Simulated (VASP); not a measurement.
Wanted: the native input for a VASP 6.6.1 run.

| Property | Result |
| --- | --- |
| Task | single point |
| Functional | LDA |
| Potentials or basis | VASP PAW LDA potentials, release 64 (Pb_d, Te) |
| Cutoff | 400 eV |
| k mesh | 12 × 12 × 12 |
| Occupations | fermi-dirac, width 0.08 eV |
| Spin | no spin polarisation |
| Dipole correction | no |
| k mesh for the DOS | 18 × 18 × 18 |
| Occupations for the DOS | tetrahedron |
| Further INCAR settings | ALGO = Normal; EDIFF = 1e-06 |

TePb (rocksalt type):

```xyz
2
Lattice="0.0000 3.1253 3.1253 3.1253 0.0000 3.1253 3.1253 3.1253 0.0000" Properties=species:S:1:pos:R:3 pbc="T T T"
Pb    0.0000    0.0000    0.0000
Te    3.1253    3.1253    3.1253
```

One way to write it, as run:

POSCAR

```
TePb
1.0
    0.0000000000      3.1253308082      3.1253308082
    3.1253308082      0.0000000000      3.1253308082
    3.1253308082      3.1253308082      0.0000000000
Pb Te
1 1
Direct
    0.0000000000      0.0000000000      0.0000000000
    0.5000000000      0.5000000000      0.5000000000
```

INCAR.step1

```
  PREC = Accurate
  ENCUT = 400
  EDIFF = 1E-6
  ISMEAR = -1
  SIGMA = 0.08
  LREAL = F
  LASPH = T
  NELM = 120
  ALGO = Normal
  ISIF = 2
  LWAVE = F
  LCHARG = T
  GGA = CA
  NBANDS = 17
  GGA_COMPAT = F
  NEDOS = 2001
  LORBIT = 11
```

KPOINTS.step1

```
Automatic mesh
0
Gamma
  12 12 12
```

INCAR.step2

```
  PREC = Accurate
  ENCUT = 400
  EDIFF = 1E-6
  ISMEAR = -5
  SIGMA = 0.08
  LREAL = F
  LASPH = T
  NELM = 120
  ALGO = Normal
  ISIF = 2
  LWAVE = F
  LCHARG = F
  GGA = CA
  LORBIT = 10
  NEDOS = 2001
  ICHARG = 11
  GGA_COMPAT = F
```

KPOINTS.step2

```
Automatic mesh
0
Gamma
  18 18 18
```

Potentials or basis: VASP PAW LDA potentials, release 64 (Pb_d, Te).

Command:

```console
$ cat potpaw_LDA.64/Pb_d/POTCAR potpaw_LDA.64/Te/POTCAR > POTCAR
$ cp INCAR.step1 INCAR
$ cp KPOINTS.step1 KPOINTS
$ mpirun -np 1 vasp_std > vasp.out
$ cp INCAR.step2 INCAR
$ cp KPOINTS.step2 KPOINTS
$ mpirun -np 1 vasp_std > vasp.out
```

It gave:

```yaml
Valence_electrons_inside_the_program's_atomic_spheres: Pb 11.95; Te 3.44
```

Wall time 50 s on 1 thread of Intel(R) Xeon(R) 6975P-C (Granite Rapids), with other jobs on the host, peak memory 0.23 GiB.
